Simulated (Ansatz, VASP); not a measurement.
**AgCl in VASP and in Ansatz**

The input INCAR:

```
  ALGO = Normal
  EDIFF = 1E-7
  ENCUT = 520
  GGA = PS
  ISIF = 2
  ISMEAR = -1
  LASPH = T
  LCHARG = T
  LELF = T
  LREAL = F
  LVHAR = T
  LWAVE = F
  NBANDS = 26
  NELM = 80
  PREC = Accurate
  SIGMA = 0.03
```

File KPOINTS:

```
k-points
0
Gamma
  9 9 8
```

The input POSCAR:

```
AgCl
1.0
    1.8334915089     -5.4454633311      0.0000000000
    1.8334915089      5.4454633311      0.0000000000
    0.0000000000      0.0000000000      3.9240373500
Ag Cl
2 2
Direct
    0.3965554000      0.6034446000      0.7500000000
    0.6034446000      0.3965554000      0.2500000000
    0.8654487300      0.1345512700      0.2500000000
    0.1345512700      0.8654487300      0.7500000000
```

Input for Ansatz:

```yaml
crystal:
  lattice:
    - [1.8334915089, -5.4454633311, 0.0]
    - [1.8334915089, 5.4454633311, 0.0]
    - [0.0, 0.0, 3.92403735]
  atoms:
    - { symbol: Ag, position: [0.3965554, 0.6034446, 0.75] }
    - { symbol: Ag, position: [0.6034446, 0.3965554, 0.25] }
    - { symbol: Cl, position: [0.86544873, 0.13455127, 0.25] }
    - { symbol: Cl, position: [0.13455127, 0.86544873, 0.75] }
kpoints:
  mp_grid: { grid: [9, 9, 8] }
  band_path:
    path:
      - [0.0, 0.0, 0.0]
      - [-0.5, 0.5, 0.0]
      - [-0.2783418463, 0.7216581537, 0.0]
      - [0.2783418463, 0.2783418463, 0.0]
      - [0.0, 0.0, 0.0]
      - [0.0, 0.0, 0.5]
      - [0.2783418463, 0.2783418463, 0.5]
      - [-0.2783418463, 0.7216581537, 0.5]
      - [-0.5, 0.5, 0.5]
    npoints: 5
scf:
  occupations: { method: fermi_dirac, width: 0.03 }
hamiltonian:
  xc: pbesol
  pseudopotentials: { kind: all_electron, lapw: { basis_error: 0.001 } }
output:
  forces: true
  stress: true
  eigenvalues: true
```

Change from the starting cell: equal xx and yy strain of -2 %.

Alike in both runs: task single point; functional PBEsol; k mesh 9 × 9 × 8; occupations fermi-dirac, width 0.03 eV; no spin polarisation.

|  | VASP | Ansatz |
| --- | --- | --- |
| version | VASP 6.6.1 | Ansatz 0.2.0 |
| potentials or method | VASP PAW PBE potentials, release 64 (Ag, Cl), cutoff 520 eV | all-electron LAPW, scalar-relativistic |

VASP gave:

| Item | Value |
| --- | --- |
| pressure (GPa) | -1.0 |
| traceless stress, the component that is largest in VASP (GPa) | -0.36 |
| rms of the force components (eV/Å) | 0.019 |

Task: What did Ansatz give for the same quantities?

Result: Pressure (GPa): -0.9; traceless stress, the component that is largest in VASP (GPa): -0.35; rms of the force components (eV/Å): 0.019.

VASP's potentials were made for PBE, not for PBEsol. Atom by atom the forces differ by 0.001 eV/Å (rms over components). Ansatz ran all-electron here, and VASP with PAW potentials.
